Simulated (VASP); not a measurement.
# BP (F-43m) in VASP: notebook, part 2 of 2

VASP 6.6.1. Earlier steps stand in the parts before.

## (5) Vibrations by perturbation theory, PBE

Input file INCAR:

```
SYSTEM = BP
  PREC = Accurate
  ENCUT = 520
  EDIFF = 1E-8
  ISMEAR = -1
  SIGMA = 0.05
  LREAL = .False.
  LASPH = .True.
  NELM = 100
  ALGO = Normal
  ISIF = 2
  LWAVE = .False.
  LCHARG = .False.
  GGA = PE
  IBRION = 8
  NSW = 1
```

Input file KPOINTS:

```
regular mesh
0
Gamma
  7 7 7
  0 0 0
```

Input file POSCAR:

```
BP
1.0
    0.0000000000      2.2690000000      2.2690000000
    2.2690000000      0.0000000000      2.2690000000
    2.2690000000      2.2690000000      0.0000000000
P B
1 1
Direct
    0.7500000000      0.7500000000      0.7500000000
    0.0000000000      0.0000000000      0.0000000000
```

Potentials or basis: VASP PAW PBE potentials, release 64 (P, B).

Launch:

```bash
$ cat potpaw_PBE.64/P/POTCAR potpaw_PBE.64/B/POTCAR > POTCAR
$ mpirun -np 1 vasp_std > vasp.out
```

OUTCAR:

```text
SYSTEM = BP
   PREC = Accurate
   ENCUT = 520
   EDIFF = 1E-8
   ISMEAR = -1
   LREAL = .False.
   LASPH = .True.
   NELM = 100
   ISIF = 2
   GGA = PE
   IBRION = 8
   NSW = 1

 ion  position               nearest neighbor table
   1  0.750  0.750  0.750-   2 1.97   2 1.97   2 1.97   2 1.97
   2  0.000  0.000  0.000-   1 1.97   1 1.97   1 1.97   1 1.97

  LATTYP: Found a face centered cubic cell.
 ALAT       =     4.5380000000

  Lattice vectors:

[... 467 lines left out ...]
               1X          1Y          1Z          2X          2Y          2Z
  1X   -19.080641    0.000000    0.000000   19.080641    0.000000    0.000000
  1Y     0.000000  -19.080641    0.000000    0.000000   19.080641    0.000000
  1Z     0.000000    0.000000  -19.080641    0.000000    0.000000   19.080641
  2X    19.083341    0.000000    0.000000  -19.083341    0.000000    0.000000
  2Y     0.000000   19.083341    0.000000    0.000000  -19.083341    0.000000
  2Z     0.000000    0.000000   19.083341    0.000000    0.000000  -19.083341

 Eigenvectors and eigenvalues of the dynamical matrix
 ----------------------------------------------------

   1 f  =   24.123960 THz   151.575313 2PiTHz  804.688702 cm-1    99.768639 meV
             X         Y         Z           dx          dy          dz
      3.403500  3.403500  3.403500     0.000000    0.508628    0.000000
      0.000000  0.000000  0.000000     0.000000   -0.860987    0.000000
[... 21 lines left out ...]
   6 f/i=    0.000748 THz     0.004697 2PiTHz    0.024935 cm-1     0.003092 meV
             X         Y         Z           dx          dy          dz
      3.403500  3.403500  3.403500     0.000000    0.000000    0.860987
      0.000000  0.000000  0.000000     0.000000    0.000000    0.508628

--------------------------------------------------------------------------------------------------------

 ELASTIC MODULI CONTR FROM IONIC RELAXATION (kBar)
 Direction    XX          YY          ZZ          XY          YZ          ZX
 --------------------------------------------------------------------------------
 XX          -0.0000     -0.0000      0.0000     -0.0000      0.0000     -0.0000
 YY          -0.0000     -0.0000      0.0000      0.0000     -0.0000     -0.0000
 ZZ           0.0000      0.0000     -0.0000      0.0000      0.0000      0.0000
 XY          -0.0000      0.0000      0.0000   -174.6823      0.0000      0.0000
 YZ           0.0000     -0.0000      0.0000      0.0000   -174.6823      0.0000
 ZX          -0.0000     -0.0000      0.0000      0.0000      0.0000   -174.6823
 --------------------------------------------------------------------------------
```

OSZICAR:

```text
N       E                     dE             d eps       ncg     rms          rms(c)
DAV:   1     0.100434874726E+02    0.10043E+02   -0.38675E+03   320   0.881E+02
DAV:   2    -0.133976261365E+02   -0.23441E+02   -0.22422E+02   512   0.109E+02
DAV:   3    -0.136338555319E+02   -0.23623E+00   -0.23623E+00   392   0.148E+01
[... 42 lines left out ...]
RMM:   7    -0.421452663422E-01    0.21932E-05   -0.16830E-07  1705   0.764E-04    0.138E-04
RMM:   8    -0.421456824740E-01   -0.41613E-06    0.89584E-08  1762   0.163E-04    0.282E-05
RMM:   9    -0.421456705690E-01    0.11905E-07    0.22985E-08  1765   0.595E-05    0.723E-06
RMM:  10    -0.421457113664E-01   -0.40797E-07    0.72663E-08  1793   0.127E-05    0.388E-06
RMM:  11    -0.421456835345E-01    0.27832E-07    0.53770E-11  1664   0.792E-06    0.631E-07
RMM:  12    -0.421456833432E-01    0.19129E-09    0.98872E-10  1132   0.117E-06    0.153E-07
 Linear response finished
```

Wall time 21 s (1 thread of Intel Xeon Platinum 8488C (Sapphire Rapids), shared host); peak memory 0.16 GiB.

Results:

- Highest phonon frequency at Γ, LO-TO splitting left out: 805 cm⁻¹

Phonon frequencies in cm⁻¹ (negative: imaginary):
```csv
q point,frequencies
"(0.000, 0.000, 0.000)",0 0 0 805 805 805
```

## (6) Vibrations by perturbation theory, PBEsol

Input file INCAR:

```
SYSTEM = BP
PREC = Accurate
ENCUT = 520
EDIFF = 1E-8
ISMEAR = -1
SIGMA = 0.05
LREAL = .FALSE.
LASPH = .TRUE.
NELM = 60
ALGO = Normal
ISIF = 2
LWAVE = .FALSE.
LCHARG = .FALSE.
GGA = PS
IBRION = 8
NSW = 1
```

Input file KPOINTS:

```
Automatic mesh
0
G
  7 7 7
  0 0 0
```

POSCAR is that of step 5.

Potentials or basis: VASP PAW PBE potentials, release 64 (P, B).

Launch:

```bash
$ cat potpaw_PBE.64/P/POTCAR potpaw_PBE.64/B/POTCAR > POTCAR
$ mpirun -np 1 vasp_std > vasp.out
```

OUTCAR:

```text
SYSTEM = BP
   PREC = Accurate
   ENCUT = 520
   EDIFF = 1E-8
   ISMEAR = -1
   LREAL = .FALSE.
   LASPH = .TRUE.
   NELM = 60
   ISIF = 2
   GGA = PS
   IBRION = 8
   NSW = 1

 ion  position               nearest neighbor table
   1  0.750  0.750  0.750-   2 1.97   2 1.97   2 1.97   2 1.97
   2  0.000  0.000  0.000-   1 1.97   1 1.97   1 1.97   1 1.97

  LATTYP: Found a face centered cubic cell.
 ALAT       =     4.5380000000

  Lattice vectors:

 A1 = (   0.0000000000,   2.2690000000,   2.2690000000)
 A2 = (   2.2690000000,   0.0000000000,   2.2690000000)
 A3 = (   2.2690000000,   2.2690000000,   0.0000000000)

Analysis of symmetry for initial positions (statically):
=====================================================================
 Subroutine PRICEL returns:
 Original cell was already a primitive cell.

[... 442 lines left out ...]

 INTERNAL STRAIN TENSOR  FOR ION    2  DIRECTION 1   (eV/Angst):
 -----------------------------------------------------------------------------
    -0.00768  0.00000  0.00000
     0.00000  0.00248 -7.36142
     0.00000 -7.36142  0.00248

 INTERNAL STRAIN TENSOR FOR ION    2 for displacements in x,y,z  (eV/Angst):
          X           Y           Z          XY          YZ          ZX
  --------------------------------------------------------------------------------
  x     0.00000     0.00000    -0.00000     0.00000    -7.36142     0.00000
  y     0.00000     0.00000    -0.00000     0.00000     0.00000    -7.36142
  z     0.00000    -0.00000     0.00000    -7.36142     0.00000     0.00000

 SECOND DERIVATIVES (NOT SYMMETRIZED)
 ------------------------------------
               1X          1Y          1Z          2X          2Y          2Z
  1X   -18.951351    0.000000    0.000000   18.951351    0.000000    0.000000
  1Y     0.000000  -18.951351    0.000000    0.000000   18.951351    0.000000
  1Z     0.000000    0.000000  -18.951351    0.000000    0.000000   18.951351
  2X    18.954252    0.000000    0.000000  -18.954252    0.000000    0.000000
  2Y     0.000000   18.954252    0.000000    0.000000  -18.954252    0.000000
  2Z     0.000000    0.000000   18.954252    0.000000    0.000000  -18.954252

 Eigenvectors and eigenvalues of the dynamical matrix
 ----------------------------------------------------

   1 f  =   24.042193 THz   151.061554 2PiTHz  801.961235 cm-1    99.430476 meV
             X         Y         Z           dx          dy          dz
      3.403500  3.403500  3.403500    -0.508625    0.000000    0.000000
      0.000000  0.000000  0.000000     0.860988    0.000000    0.000000
[... 21 lines left out ...]
   6 f/i=    0.000806 THz     0.005063 2PiTHz    0.026880 cm-1     0.003333 meV
             X         Y         Z           dx          dy          dz
      3.403500  3.403500  3.403500    -0.860988    0.000000    0.000000
      0.000000  0.000000  0.000000    -0.508625    0.000000    0.000000

--------------------------------------------------------------------------------------------------------

 ELASTIC MODULI CONTR FROM IONIC RELAXATION (kBar)
 Direction    XX          YY          ZZ          XY          YZ          ZX
 --------------------------------------------------------------------------------
 XX          -0.0000     -0.0000      0.0000      0.0000      0.0000      0.0000
 YY          -0.0000     -0.0000      0.0000     -0.0000      0.0000      0.0000
 ZZ           0.0000      0.0000     -0.0000      0.0000     -0.0000     -0.0000
 XY           0.0000     -0.0000      0.0000   -186.3309      0.0000      0.0000
 YZ           0.0000      0.0000     -0.0000      0.0000   -186.3309      0.0000
 ZX           0.0000      0.0000     -0.0000      0.0000      0.0000   -186.3309
 --------------------------------------------------------------------------------
```

OSZICAR:

```text
N       E                     dE             d eps       ncg     rms          rms(c)
DAV:   1     0.922528871685E+01    0.92253E+01   -0.38674E+03   320   0.881E+02
DAV:   2    -0.141413262616E+02   -0.23367E+02   -0.22345E+02   512   0.109E+02
DAV:   3    -0.143763888382E+02   -0.23506E+00   -0.23506E+00   392   0.147E+01
DAV:   4    -0.143768374412E+02   -0.44860E-03   -0.44860E-03   512   0.630E-01
DAV:   5    -0.143768375500E+02   -0.10875E-06   -0.10870E-06   400   0.105E-02    0.702E+00
[... 39 lines left out ...]
RMM:   8    -0.418839959645E-01   -0.21412E-06    0.28474E-08  1789   0.109E-04    0.265E-05
RMM:   9    -0.418840075758E-01   -0.11611E-07   -0.17582E-07  1778   0.392E-05    0.380E-06
RMM:  10    -0.418840383576E-01   -0.30782E-07    0.33214E-09  1791   0.105E-05    0.240E-06
RMM:  11    -0.418840218389E-01    0.16519E-07   -0.12129E-08  1520   0.457E-06    0.452E-07
RMM:  12    -0.418840228889E-01   -0.10501E-08   -0.54894E-09   981   0.906E-07    0.687E-08
 Linear response finished
```

It took 44 s on 1 thread of AMD EPYC 7R13 (Zen 3), shared host; peak memory 0.13 GiB.

Results:

```yaml
Highest_phonon_frequency_at_Γ_LO-TO_splitting_left_out: 802 cm⁻¹
```

Phonon frequencies in cm⁻¹ (negative: imaginary):
```csv
q point,frequencies
"(0.000, 0.000, 0.000)",0 0 0 802 802 802
```

Caveat: the cell wasn't relaxed at this level first, which shifts response properties.
